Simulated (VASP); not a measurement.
# InAs (F-43m) in VASP: notebook

InAs is run at these levels: PBE; tasks: single point.

All numbers are computed with VASP 6.6.1; they aren't measurements. Logs are shortened: lines on timing, memory, paths and dates and some standing lists are left out, and cuts for length are marked.

### 1 The cell of the first run

The structure is cubic, space group F-43m (No. 216). The conventional cell has a = 6.007 Å, b = 6.007 Å, c = 6.007 Å, α = 90.00°, β = 90.00°, γ = 90.00°. In (site symmetry -43m) has 4 As at 2.60 Å within 3.4 Å. Within 3.4 Å of As (site symmetry -43m) lie 4 In at 2.60 Å.

### 2 Single point, PBE (volume scaled by 0.98)

Input file INCAR:

```
ALGO = Normal ; EDIFF = 1E-6
ENCUT = 500 ; GGA = PE
GGA_COMPAT = False ; ISIF = 2
ISMEAR = -1 ; LASPH = True
LCHARG = False ; LREAL = False
LWAVE = False ; NBANDS = 16
NELM = 120 ; PREC = Accurate
SIGMA = 0.08
```

Input file KPOINTS:

```
k-points
0
Gamma
  10 10 10
```

Input file POSCAR:

```
InAs
1.0
    0.0000000000      3.0037040865      3.0037040865
    3.0037040865      0.0000000000      3.0037040865
    3.0037040865      3.0037040865      0.0000000000
In As
1 1
Direct
    0.0000000000      0.0000000000      0.0000000000
    0.7500000000      0.7500000000      0.7500000000
```

Potentials or basis: VASP PAW PBE potentials, release 64 (In_d, As).

Launch:

```sh
> cat potpaw_PBE.64/In_d/POTCAR potpaw_PBE.64/As/POTCAR > POTCAR
> mpirun -np 1 vasp_std > vasp.out
```

OUTCAR:

```text
EDIFF = 1E-6
   ENCUT = 500
   GGA = PE
   ISIF = 2
   ISMEAR = -1
   LASPH = True
   LREAL = False
   NELM = 120
   PREC = Accurate

 ion  position               nearest neighbor table
   1  0.000  0.000  0.000-   2 2.60   2 2.60   2 2.60   2 2.60
   2  0.750  0.750  0.750-   1 2.60   1 2.60   1 2.60   1 2.60

  LATTYP: Found a face centered cubic cell.
 ALAT       =     6.0074081730

  Lattice vectors:

 A1 = (   0.0000000000,   3.0037040865,   3.0037040865)
 A2 = (   3.0037040865,   0.0000000000,   3.0037040865)
 A3 = (   3.0037040865,   3.0037040865,   0.0000000000)

Analysis of symmetry for initial positions (statically):
=====================================================================
 Subroutine PRICEL returns:
 Original cell was already a primitive cell.

 Routine SETGRP: Setting up the symmetry group for a
 face centered cubic supercell.

 Subroutine GETGRP returns: Found 24 space group operations
 (whereof 24 operations were pure point group operations)
 out of a pool of 48 trial point group operations.

The static configuration has the point symmetry T_d .

Analysis of symmetry for dynamics (positions and initial velocities):
=====================================================================
 Subroutine PRICEL returns:
 Original cell was already a primitive cell.

 Routine SETGRP: Setting up the symmetry group for a
 face centered cubic supercell.

 Subroutine GETGRP returns: Found 24 space group operations
 (whereof 24 operations were pure point group operations)
 out of a pool of 48 trial point group operations.

The dynamic configuration has the point symmetry T_d .

 Subroutine INISYM returns: Found 24 space group operations
 (whereof 24 operations are pure point group operations),
 and found     1 'primitive' translations

----------------------------------------------------------------------------------------

                                     Primitive cell

  volume of cell :      54.2003

  direct lattice vectors                    reciprocal lattice vectors
     0.000000000  3.003704086  3.003704086    -0.166461138  0.166461138  0.166461138
     3.003704086  0.000000000  3.003704086     0.166461138 -0.166461138  0.166461138
     3.003704086  3.003704086  0.000000000     0.166461138  0.166461138 -0.166461138

  length of vectors
     4.247879056  4.247879056  4.247879056     0.288319148  0.288319148  0.288319148

  position of ions in fractional coordinates (direct lattice)
     0.000000000  0.000000000  0.000000000
     0.750000000  0.750000000  0.750000000

  ion indices of the primitive-cell ions
   primitive index   ion index
                 1           1
                 2           2

----------------------------------------------------------------------------------------

 KPOINTS: k-points

Automatic generation of k-mesh.
 Grid dimensions read from file:
 generate k-points for:   10   10   10

 Generating k-lattice:

  Cartesian coordinates                     Fractional coordinates (reciprocal lattice)
    -0.016646114  0.016646114  0.016646114     0.100000000  0.000000000  0.000000000
     0.016646114 -0.016646114  0.016646114     0.000000000  0.100000000  0.000000000
     0.016646114  0.016646114 -0.016646114     0.000000000  0.000000000  0.100000000

  Length of vectors
     0.028831915  0.028831915  0.028831915

  Shift w.r.t. Gamma in fractional coordinates (k-lattice)
     0.000000000  0.000000000  0.000000000

 Subroutine IBZKPT returns following result:
 ===========================================

 Found     47 irreducible k-points:

 Following reciprocal coordinates:
            Coordinates               Weight
  0.000000  0.000000  0.000000      1.000000
  0.100000  0.000000  0.000000      8.000000
  0.200000  0.000000  0.000000      8.000000
  0.300000  0.000000  0.000000      8.000000
  0.400000  0.000000  0.000000      8.000000
  0.500000  0.000000  0.000000      4.000000
[... 16 lines left out ...]
  0.300000  0.300000  0.000000      6.000000
  0.400000  0.300000  0.000000     24.000000
 [... further k-points ...]
   k-points           NKPTS =     47   k-points in BZ     NKDIM =     47   number of bands    NBANDS=     16
   number of dos      NEDOS =    301   number of ions     NIONS =      2
   total plane-waves  NPLWV =  32768
   dimension x,y,z NGX =    32 NGY =   32 NGZ =   32
   dimension x,y,z NGXF=    64 NGYF=   64 NGZF=   64
   ions per type =               1   1
   NGX,Y,Z   is equivalent  to a cutoff of  12.52, 12.52, 12.52 a.u.
   NGXF,Y,Z  is equivalent  to a cutoff of  25.05, 25.05, 25.05 a.u.
 SYSTEM =  unknown system
   PREC   = accura    normal or accurate (medium, high low for compatibility)
   ISTART =      0    job   : 0-new  1-cont  2-samecut
   ICHARG =      2    charge: 1-file 2-atom 10-const
   ISPIN  =      1    spin polarized calculation?
   LNONCOLLINEAR =      F non collinear calculations
   LSORBIT =      F    spin-orbit coupling
   LASPH  =      T    aspherical Exc in radial PAW
   ENCUT  =  500.0 eV  36.75 Ry    6.06 a.u.   7.74  7.74  7.74*2*pi/ulx,y,z
   NELM   =    120;   NELMIN=  2; NELMDL= -5     # of ELM steps
   EDIFF  = 0.1E-05   stopping-criterion for ELM
   LREAL  =      F    real-space projection
[... 7 lines left out ...]
   TEBEG  =    0.0;   TEEND  =   0.0 temperature during run
   PSTRESS=    0.0 pullay stress
   NELECT =      18.0000    total number of electrons
   NUPDOWN=      -1.0000    fix difference up-down
   EMIN   =  10.00;   EMAX   =-10.00  energy-range for DOS
   EFERMI =   0.00;   METHOD = LEGACY
   ISMEAR =    -1;   SIGMA  =   0.08  broadening in eV -4-tet -1-fermi 0-gaus
   EFERMI_NEDOS =   21; number of points for ismear=-14 and -15
   IALGO  =     38    algorithm
   IMIX   =      4    mixing-type and parameters
     AMIX     =   0.40;   BMIX     =  1.00
     AMIX_MAG =   1.60;   BMIX_MAG =  1.00
  volume/ion in A,a.u.               =      27.10       182.88
  Fermi-wavevector in a.u.,A,eV,Ry     =   1.133701  2.142384 17.487268  1.285278
  Thomas-Fermi vector in A             =   2.270404
   LORBIT       =      0    0 simple, 1 ext, 2 COOP (PROOUT), +10 PAW based schemes
   GGA     = PE    functional components
   LHFCALC =     F    Hartree Fock is set to
   AEXX    =    0.0000 exact exchange contribution
   IVDW    =     0    specifies the selected vdW correction
   LEPSILON=     F    determine dielectric tensor
   LRPA    =     F    only Hartree local field effects (RPA)
 non-spin polarized calculation
  energy-cutoff  :      500.00
  volume of cell :       54.20
 maximum number of plane-waves:      1392
   NGX = 15   NGY = 15   NGZ = 15

 number of electron      17.9999996 magnetization

 Free energy of the ion-electron system (eV)
  ---------------------------------------------------
  ext. energy  EPLUGINS =         0.00000000
  ---------------------------------------------------
  free energy    TOTEN  =        -7.64112377 eV

  energy without entropy =       -7.64041902  energy(sigma->0) =       -7.64077140

 E-fermi :   4.8753     XC(G=0):  -9.1804

 val. band max:        4.7092971824   @ k =   0.0000   0.0000   0.0000
 cond. band min:       5.7095471718   @ k =   0.5000   0.0000   0.0000
 fundamental gap:      1.0002499894
 Fermi energy:         4.8752963078

 k-point     1 :       0.0000    0.0000    0.0000
  band No.  band energies     occupation
      1      -9.7241      2.00000
      2      -9.7241      2.00000
      3      -9.7241      2.00000
      4      -9.5898      2.00000
      5      -9.5898      2.00000
      6      -7.2817      2.00000
[... 8 lines left out ...]
     15      14.4419      0.00000
     16      14.4419      0.00000

 k-point     2 :       0.1000    0.0000    0.0000
  band No.  band energies     occupation
      1      -9.7386      2.00000
      2      -9.7200      2.00000
      3      -9.7200      2.00000
      4      -9.5899      2.00000
      5      -9.5899      2.00000
      6      -7.1737      2.00000
[... 8 lines left out ...]
     15      13.7155      0.00000
     16      13.7155      0.00000

 k-point     3 :       0.2000    0.0000    0.0000
  band No.  band energies     occupation
      1      -9.7743      2.00000
      2      -9.7099      2.00000
      3      -9.7099      2.00000
      4      -9.5895      2.00000
      5      -9.5895      2.00000
      6      -6.8671      2.00000
[... 8 lines left out ...]
     15      13.2525      0.00000
     16      13.3060      0.00000

 k-point     4 :       0.3000    0.0000    0.0000
  band No.  band energies     occupation
      1      -9.8153      2.00000
      2      -9.6993      2.00000
      3      -9.6993      2.00000
      4      -9.5870      2.00000
      5      -9.5870      2.00000
      6      -6.4197      2.00000
[... 8 lines left out ...]
     15      13.5547      0.00000
     16      13.5547      0.00000

 k-point     5 :       0.4000    0.0000    0.0000
  band No.  band energies     occupation
      1      -9.8462      2.00000
      2      -9.6925      2.00000
      3      -9.6925      2.00000
      4      -9.5831      2.00000
      5      -9.5831      2.00000
      6      -5.9627      2.00000
[... 8 lines left out ...]
     15      14.5651      0.00000
     16      14.5651      0.00000

 k-point     6 :       0.5000    0.0000    0.0000
  band No.  band energies     occupation
      1      -9.8576      2.00000
      2      -9.6903      2.00000
      3      -9.6903      2.00000
      4      -9.5811      2.00000
      5      -9.5811      2.00000
      6      -5.7491      2.00000
[... 8 lines left out ...]
     15      15.5351      0.00000
     16      15.5351      0.00000

 k-point     7 :       0.1000    0.1000    0.0000
  band No.  band energies     occupation
      1      -9.7476      2.00000
      2      -9.7161      2.00000
      3      -9.7161      2.00000
      4      -9.5929      2.00000
      5      -9.5875      2.00000
      6      -7.1380      2.00000
[... 8 lines left out ...]
     15      13.1745      0.00000
     16      14.5490      0.00000

 k-point     8 :       0.2000    0.1000    0.0000
  band No.  band energies     occupation
      1      -9.7768      2.00000
      2      -9.7077      2.00000
      3      -9.7058      2.00000
      4      -9.5956      2.00000
      5      -9.5852      2.00000
      6      -6.8979      2.00000
[... 8 lines left out ...]
     15      13.9991      0.00000
     16      14.1751      0.00000

 k-point     9 :       0.3000    0.1000    0.0000
  band No.  band energies     occupation
      1      -9.8132      2.00000
      2      -9.6987      2.00000
      3      -9.6946      2.00000
      4      -9.5957      2.00000
      5      -9.5826      2.00000
      6      -6.4951      2.00000
[... 8 lines left out ...]
     15      13.9239      0.00000
     16      14.2402      0.00000
[... 172 lines left out ...]
 k-point    19 :       0.5000    0.2000    0.0000
  band No.  band energies     occupation
      1      -9.8720      2.00000
      2      -9.6789      2.00000
      3      -9.6701      2.00000
      4      -9.5993      2.00000
      5      -9.5776      2.00000
      6      -5.5937      2.00000
[... 8 lines left out ...]
     15      15.5836      0.00000
     16      15.6997      0.00000

 k-point    20 :      -0.4000    0.2000    0.0000
  band No.  band energies     occupation
      1      -9.8705      2.00000
      2      -9.6809      2.00000
      3      -9.6726      2.00000
      4      -9.5919      2.00000
      5      -9.5837      2.00000
      6      -5.5347      2.00000
[... 8 lines left out ...]
     15      14.2343      0.00000
     16      15.3249      0.00000

 k-point    21 :      -0.3000    0.2000    0.0000
  band No.  band energies     occupation
      1      -9.8544      2.00000
      2      -9.6843      2.00000
      3      -9.6806      2.00000
      4      -9.5908      2.00000
      5      -9.5867      2.00000
      6      -5.8338      2.00000
[... 8 lines left out ...]
     15      14.4411      0.00000
     16      15.8035      0.00000

 k-point    22 :      -0.2000    0.2000    0.0000
  band No.  band energies     occupation
      1      -9.8279      2.00000
      2      -9.6930      2.00000
      3      -9.6900      2.00000
      4      -9.5943      2.00000
      5      -9.5848      2.00000
      6      -6.2682      2.00000
[... 8 lines left out ...]
     15      14.6281      0.00000
     16      15.4205      0.00000

 k-point    23 :       0.3000    0.3000    0.0000
  band No.  band energies     occupation
      1      -9.8616      2.00000
      2      -9.6677      2.00000
      3      -9.6677      2.00000
      4      -9.6157      2.00000
      5      -9.5738      2.00000
      6      -6.1334      2.00000
[... 8 lines left out ...]
     15      15.3593      0.00000
     16      16.7573      0.00000

 k-point    24 :       0.4000    0.3000    0.0000
  band No.  band energies     occupation
      1      -9.8833      2.00000
      2      -9.6598      2.00000
      3      -9.6572      2.00000
      4      -9.6187      2.00000
      5      -9.5714      2.00000
      6      -5.7683      2.00000
[... 8 lines left out ...]
     15      15.8422      0.00000
     16      16.9217      0.00000

 [... further k-points ...]

------------------------ aborting loop because EDIFF is reached ----------------------------------------

  FORCE on cell =-STRESS in cart. coord.  units (eV):
  Direction    XX          YY          ZZ          XY          YZ          ZX
  --------------------------------------------------------------------------------------
  -------------------------------------------------------------------------------------
  Total        1.8097223      1.8097223      1.8097223      0.0000000      0.0000000      0.0000000
  in kB       53.4959721     53.4959721     53.4959721      0.0000000      0.0000000      0.0000000
  external PRESSURE =      53.4959721 kB  Pullay stress =       0.0000000 kB

 VOLUME and BASIS-vectors are now :
 -----------------------------------------------------------------------------
  energy-cutoff  :      500.00
  volume of cell :       54.20
      direct lattice vectors                 reciprocal lattice vectors
     0.000000000  3.003704086  3.003704086    -0.166461138  0.166461138  0.166461138
     3.003704086  0.000000000  3.003704086     0.166461138 -0.166461138  0.166461138
     3.003704086  3.003704086  0.000000000     0.166461138  0.166461138 -0.166461138

 POSITION                                       TOTAL-FORCE (eV/Angst)
 -----------------------------------------------------------------------------------
      0.00000      0.00000      0.00000         0.000000     -0.000000      0.000000
      4.50556      4.50556      4.50556        -0.000000      0.000000     -0.000000
 -----------------------------------------------------------------------------------
    total drift:                                0.000000      0.000000      0.000000

  FREE ENERGIE OF THE ION-ELECTRON SYSTEM (eV)
  ---------------------------------------------------
  free  energy   TOTEN  =        -7.6411237735 eV

  energy  without entropy=       -7.6404190246  energy(sigma->0) =       -7.64077140
```

It took 47 s on 1 thread of AMD EPYC 7R43 (Zen 3), shared host; peak memory 0.16 GiB.

Results:

| Property | Result |
| --- | --- |
| Free energy | -7.6411 eV |
| Pressure | 5.3 GPa |
| Band gap on the k mesh | zero (filled and empty bands touch) |

Caveat: spin-orbit coupling is left out, which moves the levels of the heavy elements.

### 3 Single point, PBE (volume scaled by 1.02)

Input file INCAR:

```
PREC     = Accurate       # precision mode
ENCUT    = 500            # plane-wave cutoff, eV
EDIFF    = 1E-6           # SCF threshold, eV
ISMEAR   = -1             # smearing method
SIGMA    = 0.08           # smearing width, eV
LREAL    = False          # projectors in reciprocal space
LASPH    = True           # aspherical terms in the spheres
NELM     = 120            # most SCF steps
ALGO     = Normal         # electronic algorithm
ISIF     = 2              # what is computed and relaxed
LWAVE    = False          # write WAVECAR
LCHARG   = True           # write CHGCAR
GGA      = PE             # functional
LELF     = True           # ELF
LVHAR    = True         
NBANDS   = 16             # bands
GGA_COMPAT= False
```

Input file KPOINTS:

```
regular mesh
0
Gamma
  10 10 10
```

Input file POSCAR:

```
InAs
1.0
    0.0000000000      3.0440270737      3.0440270737
    3.0440270737      0.0000000000      3.0440270737
    3.0440270737      3.0440270737      0.0000000000
In As
1 1
Direct
    0.0000000000      0.0000000000      0.0000000000
    0.7500000000      0.7500000000      0.7500000000
```

Potentials or basis: VASP PAW PBE potentials, release 64 (In_d, As).

Launch:

```sh
> cat potpaw_PBE.64/In_d/POTCAR potpaw_PBE.64/As/POTCAR > POTCAR
> mpirun -np 1 vasp_std > vasp.out
```

It took 59 s on 1 thread of AMD EPYC 7R43 (Zen 3), shared host; peak memory 0.16 GiB.

Results (log left out):

```
Free energy            : -7.6963 eV
Pressure               : 2.7 GPa
Band gap on the k mesh : zero (filled and empty bands touch)
```

Levels at points of the mesh, in eV from the Fermi level:
```
           k point  band 5  band 6  band 7  band 8  band 9  band 10  band 11  band 12  band 13  band 14
(0.00, 0.00, 0.00)  -14.40  -11.90   -0.47   -0.17   -0.17    -0.17     3.73     3.73     3.73     7.27
(0.50, 0.00, 0.00)  -14.40  -10.49   -5.83   -1.13   -1.13     0.74     4.50     4.50     6.66     8.76
(0.50, 0.50, 0.00)  -14.38   -9.97   -5.92   -2.42   -2.42     1.41     1.89     8.88     8.96     8.96
```

Caveat: spin-orbit coupling is left out, which moves the levels of the heavy elements.

### 4 Single point, PBE (volume scaled by 1.04)

Input file INCAR:

```
SYSTEM = InAs
ALGO = Normal
EDIFF = 1E-6
ENCUT = 500
GGA = PE
GGA_COMPAT = .FALSE.
ISIF = 2
ISMEAR = -1
LASPH = .TRUE.
LCHARG = .FALSE.
LREAL = .FALSE.
LWAVE = .FALSE.
NBANDS = 16
NELM = 120
PREC = Accurate
SIGMA = 0.08
```

Input file KPOINTS:

```
k-points
0
G
  10 10 10
  0 0 0
```

Input file POSCAR:

```
InAs
1.0
    0.0000000000      3.0637940372      3.0637940372
    3.0637940372      0.0000000000      3.0637940372
    3.0637940372      3.0637940372      0.0000000000
In As
1 1
Direct
    0.0000000000      0.0000000000      0.0000000000
    0.7500000000      0.7500000000      0.7500000000
```

Launch:

```sh
> cat potpaw_PBE.64/In_d/POTCAR potpaw_PBE.64/As/POTCAR > POTCAR
> mpirun -np 1 vasp_std > vasp.out
```

Wall time 55 s (1 thread of AMD EPYC 7R43 (Zen 3), shared host); peak memory 0.16 GiB.

It converged, with:

```
Free energy            : -7.7111 eV
Pressure               : 1.5 GPa
Band gap on the k mesh : zero (filled and empty bands touch)
```

Levels at points of the mesh, in eV from the Fermi level:
```tsv
k point	band 7	band 8	band 9	band 10	band 11	band 12
(0.00, 0.00, 0.00)	-0.57	-0.17	-0.17	-0.17	3.72	3.72
(0.50, 0.00, 0.00)	-5.74	-1.10	-1.10	0.70	4.48	4.48
(0.50, 0.50, 0.00)	-5.84	-2.36	-2.36	1.44	1.88	8.76
```

Caveat: spin-orbit coupling is left out, which moves the levels of the heavy elements.

### 5 Overview

| cell | gap on the mesh (eV) | pressure (GPa) |
| --- | --- | --- |
| a = 4.248 Å, angles 60.0°, 2 atoms | none | 5.3 |
| a = 4.305 Å, angles 60.0°, 2 atoms | none | 2.7 |
| a = 4.333 Å, angles 60.0°, 2 atoms | none | 1.5 |

Alike in all rows: task single point; level PBE; potentials or basis VASP PAW PBE potentials, release 64 (In_d, As); no spin polarisation; k mesh 10 × 10 × 10; cutoff (eV) 500; smearing fermi-dirac 0.08 eV.

Caveats: spin-orbit coupling is left out, which moves the levels of the heavy elements.

Total energies depend on the potentials used, so only differences within one code and one set of settings carry meaning.
